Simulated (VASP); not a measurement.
KBr: single point with PBE

The system is KBr.

```xyz
2
Lattice="0.0000 3.2107 3.2107 3.2107 0.0000 3.2107 3.2107 3.2107 0.0000" Properties=species:S:1:pos:R:3 pbc="T T T"
K     0.0000    0.0000    0.0000
Br    3.2107    3.2107    3.2107
```

This cell differs from its parent crystal: volume scaled by 0.88.

* Program: VASP 6.6.1
* Task: single point
* Functional: PBE
* Potentials or basis: VASP PAW PBE potentials, release 64 (K_sv, Br)
* Cutoff: 520 eV
* k mesh: 6 × 6 × 6
* Occupations: gaussian, width 0.02 eV
* Spin: no spin polarisation

```json
{"Pressure": "2.5 GPa", "Band gap on the k mesh": "4.67 eV, direct"}
```

Levels at points of the mesh, in eV from the valence-band top:
```tsv
k point	band 5	band 6	band 7	band 8	band 9	band 10	band 11	band 12
(0.00, 0.00, 0.00)	-11.10	0.00	0.00	0.00	4.67	7.61	7.61	7.61
(0.50, 0.00, 0.00)	-10.80	-1.35	-0.41	-0.41	6.76	8.53	9.98	9.98
(0.50, 0.50, 0.00)	-11.15	-0.90	-0.31	-0.31	5.76	7.51	9.50	9.98
```

It took 7 s on 1 thread of Intel(R) Xeon(R) 6975P-C (Granite Rapids) (shared host), peak memory 0.2 GiB.
